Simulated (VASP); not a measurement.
# Mo (Fd-3m) in VASP: further runs, part 3 of 3

VASP 6.6.1. Earlier steps stand in the parts before.

**6. Relaxation of cell and atoms, PBE, target pressure 31 GPa, at which the enthalpy is minimised**

The input, INCAR:

```
SYSTEM = Mo
PREC = Accurate
ENCUT = 600
EDIFF = 1E-6
ISMEAR = -1
SIGMA = 0.05
LREAL = .FALSE.
LASPH = .TRUE.
NELM = 100
ALGO = Normal
ISIF = 3
LWAVE = .FALSE.
LCHARG = .FALSE.
GGA = PE
IBRION = 2
NSW = 32
EDIFFG = -0.005
PSTRESS = 310.0
```

The input, KPOINTS:

```
Automatic mesh
0
G
  13 13 13
  0 0 0
```

The input, POSCAR:

```
Mo
1.0
    0.0000000000      2.6644259391      2.6644259391
    2.6644259391      0.0000000000      2.6644259391
    2.6644259391      2.6644259391      0.0000000000
Mo
2
Direct
   -0.1250000000     -0.1250000000     -0.1250000000
    0.1250000000      0.1250000000      0.1250000000
```

Potentials or basis: VASP PAW PBE potentials, release 64 (Mo_sv).

On the command line:

```console
> cat potpaw_PBE.64/Mo_sv/POTCAR > POTCAR
> mpirun -np 1 vasp_std > vasp.out
```

OUTCAR:

```text
SYSTEM = Mo
   PREC = Accurate
   ENCUT = 600
   EDIFF = 1E-6
   ISMEAR = -1
   LREAL = .FALSE.
   LASPH = .TRUE.
   NELM = 100
   ISIF = 3
   GGA = PE
   IBRION = 2
   NSW = 32
   EDIFFG = -0.005
   PSTRESS = 310.0

 ion  position               nearest neighbor table
   1  0.875  0.875  0.875-   2 2.31   2 2.31   2 2.31   2 2.31
   2  0.125  0.125  0.125-   1 2.31   1 2.31   1 2.31   1 2.31

  LATTYP: Found a face centered cubic cell.
 ALAT       =     5.3288518782

  Lattice vectors:

 A1 = (   0.0000000000,   2.6644259391,   2.6644259391)
 A2 = (   2.6644259391,   0.0000000000,   2.6644259391)
 A3 = (   2.6644259391,   2.6644259391,   0.0000000000)

Analysis of symmetry for initial positions (statically):
=====================================================================
 Subroutine PRICEL returns:
 Original cell was already a primitive cell.

 Routine SETGRP: Setting up the symmetry group for a
 face centered cubic supercell.

 Subroutine GETGRP returns: Found 48 space group operations
 (whereof 12 operations were pure point group operations)
 out of a pool of 48 trial point group operations.

[... 164 lines left out ...]

  energy without entropy =      -16.69823594  energy(sigma->0) =      -16.70764283

------------------------ aborting loop because EDIFF is reached ----------------------------------------

  FORCE on cell =-STRESS in cart. coord.  units (eV):
  Direction    XX          YY          ZZ          XY          YZ          ZX
  --------------------------------------------------------------------------------------
  -------------------------------------------------------------------------------------
  Total        7.5827103      7.5827103      7.5827103      0.0000000      0.0000000      0.0000000
  in kB      321.1397715    321.1397715    321.1397715      0.0000000      0.0000000      0.0000000
  external PRESSURE =      11.1397715 kB  Pullay stress =     310.0000000 kB
[... 63 lines left out ...]
--------------------------------------- Ionic step        3  -------------------------------------------

 number of electron      28.0000000 magnetization

 Free energy of the ion-electron system (eV)
  ---------------------------------------------------
  ext. energy  EPLUGINS =         0.00000000
  ---------------------------------------------------
  free energy    TOTEN  =       -16.75392346 eV

  energy without entropy =      -16.73504565  energy(sigma->0) =      -16.74448455

 E-fermi :   9.2745     XC(G=0): -11.8218

 val. band max:        9.2644635051   @ k =  -0.3077   0.4615   0.2308
 cond. band min:       9.2810926832   @ k =  -0.4615   0.3846   0.0000
 fundamental gap:      0.0166291781
 Fermi energy:         9.2744968059

 k-point     1 :       0.0000    0.0000    0.0000
  band No.  band energies     occupation
      1     -51.5122      2.00000
      2     -50.2340      2.00000
      3     -26.0422      2.00000
      4     -26.0422      2.00000
      5     -26.0422      2.00000
      6     -24.2895      2.00000
[... 481 lines left out ...]
      5     -25.8075      2.00000
      6     -24.4841      2.00000
[... 10 lines left out ...]
     17      11.7843      0.00000
     18      13.3582      0.00000

 [... further k-points ...]
[... 5 lines left out ...]
  --------------------------------------------------------------------------------------
  -------------------------------------------------------------------------------------
  Total        7.3545770      7.3545770      7.3545770      0.0000000     -0.0000000      0.0000000
  in kB      309.9439167    309.9439167    309.9439167      0.0000000     -0.0000000      0.0000000
  external PRESSURE =      -0.0560833 kB  Pullay stress =     310.0000000 kB
[... 21 lines left out ...]
  energy  without entropy=      -16.7350456540  energy(sigma->0) =      -16.74448455

  enthalpy is  TOTEN    =        -9.3980157027 eV   P V=        7.3559077527

 reached required accuracy - stopping structural energy minimisation
```

OSZICAR:

```text
N       E                     dE             d eps       ncg     rms          rms(c)
DAV:   1     0.336675771098E+03    0.33668E+03   -0.19722E+04  3024   0.178E+03
DAV:   2    -0.724945358352E+01   -0.34393E+03   -0.33859E+03  3432   0.507E+02
DAV:   3    -0.167677437600E+02   -0.95183E+01   -0.91768E+01  3856   0.782E+01
[... 21 lines left out ...]
DAV:   3    -0.167533099309E+02    0.34126E-02   -0.21680E-02  3542   0.132E+00    0.439E-01
DAV:   4    -0.167539112610E+02   -0.60133E-03   -0.14342E-03  3762   0.240E-01    0.436E-02
DAV:   5    -0.167539196613E+02   -0.84003E-05   -0.55686E-05  3340   0.652E-02    0.270E-02
DAV:   6    -0.167539232541E+02   -0.35928E-05   -0.45732E-05  3372   0.482E-02    0.793E-03
DAV:   7    -0.167539234554E+02   -0.20125E-06   -0.13768E-06  2194   0.102E-02
   3 F= -.93980157E+01 E0= -.93885768E+01  d E =-.645498E-03
```

CONTCAR:

```text
Mo
   1.00000000000000
     0.0000000000000000    2.6688145032272543    2.6688145032272543
     2.6688145032272543    0.0000000000000000    2.6688145032272543
     2.6688145032272543    2.6688145032272543    0.0000000000000000
  Mo
     2
Direct
     0.8750000000000000    0.8750000000000000    0.8750000000000000
     0.1250000000000000    0.1250000000000000    0.1250000000000000

  0.00000000E+00  0.00000000E+00  0.00000000E+00
  0.00000000E+00  0.00000000E+00  0.00000000E+00
```

Wall time 54 s (1 thread of Intel Xeon 6975P-C (Granite Rapids), shared host); peak memory 0.2 GiB.

What came out:

```
Free energy                                            : -16.7539 eV
Relaxed volume                                         : 19.01 Å³/atom
Relaxed cell                                           : a = 3.774 Å, b = 3.774 Å, c = 3.774 Å, α = 60.00°, β = 60.00°, γ = 60.00°
Space group after relaxing (to 0.05 Å)                 : Fd-3m (No. 227)
Energy change on relaxing (the enthalpy is what falls) : -18.4 meV/atom
Ionic steps                                            : 3
Pressure after relaxing                                : 31.0 GPa
Band gap on the k mesh                                 : zero (band 14 reaches 9.60 eV, above the bottom of band 15 at 9.04 eV)
```

Step by step:
| step | energy change (eV) | largest force (eV/Å) | pressure (GPa) | volume (Å³) |
| --- | --- | --- | --- | --- |
| 1 | 0.0000 | 0.0000 | 32.11 | 37.83 |
| 2 | -0.1357 | 0.0000 | 27.97 | 38.56 |
| 3 | -0.0369 | 0.0000 | 30.99 | 38.02 |

Final structure:
```yaml
crystal:
  lattice:
    - [0.00000, 2.66881, 2.66881]
    - [2.66881, 0.00000, 2.66881]
    - [2.66881, 2.66881, 0.00000]
  atoms:
    - { symbol: Mo, position: [0.87500, 0.87500, 0.87500] }
    - { symbol: Mo, position: [0.12500, 0.12500, 0.12500] }
```

Levels at points of the mesh, in eV from the Fermi level:
| k point | band 11 | band 12 | band 13 | band 14 | band 15 | band 16 | band 17 | band 18 |
| --- | --- | --- | --- | --- | --- | --- | --- | --- |
| (0.00, 0.00, 0.00) | -3.10 | -1.67 | -1.67 | -1.67 | 1.52 | 1.52 | 1.52 | 5.36 |

Caveat: the cell is relaxed towards a set pressure, so the enthalpy falls and the energy may rise.

**7. Overview**

| task | cell | cutoff (eV) | gap on the mesh (eV) | pressure (GPa) |
| --- | --- | --- | --- | --- |
| single point | a = 3.768 Å, angles 60.0°, 2 atoms | 520 | none | 32.2 |
| relaxation of cell and atoms | relaxed to 31 GPa from a = 3.653 Å, angles 60.0°, 2 atoms | 600 | none | 31.0 |
| relaxation of cell and atoms | relaxed to 31 GPa from a = 3.768 Å, angles 60.0°, 2 atoms | 600 | none | 31.0 |

Alike in all rows: level PBE; potentials or basis VASP PAW PBE potentials, release 64 (Mo_sv); no spin polarisation; k mesh 13 × 13 × 13; smearing fermi-dirac 0.05 eV.

Caveats: the cell is relaxed towards a set pressure, so the enthalpy falls and the energy may rise (some runs).

Absolute energies hang on the potentials; compare differences alone.
